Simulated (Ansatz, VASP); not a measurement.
## Two plane-wave programs on Ge

```
CELL_PARAMETERS angstrom
0.00000 3.93023 3.93023
3.93023 0.00000 3.93023
3.93023 3.93023 0.00000
ATOMIC_POSITIONS crystal
Ge 0.62500 0.62500 0.12500
Ge 0.25000 0.25000 0.25000
Ge 0.62500 0.62500 0.62500
Ge 0.12500 0.62500 0.62500
Ge 0.62500 0.12500 0.62500
Ge 0.00000 0.00000 0.00000
```

Alike in both runs: functional PBE; k mesh 8 × 8 × 8; occupations gaussian, width 0.1 eV; no spin polarisation.

Ansatz relaxed the structure, and its values are those at the end. VASP's run is a single point on that final structure, the one shown.

|  | VASP | Ansatz |
| --- | --- | --- |
| version | VASP 6.6.1 | Ansatz 0.2.0 |
| potentials or method | VASP PAW PBE potentials, release 64 (Ge_d), cutoff 520 eV | scalar-relativistic, plane waves, PAW |
| valence electrons in the cell | 84 | 84 |

```csv
,VASP,Ansatz,Ansatz less VASP
gap on the k mesh at the Fermi level (eV),none,none,-
pressure (GPa),0.0,0.0,-0.01
```

A gap of «none» marks a metal or a gap that the smearing closes.
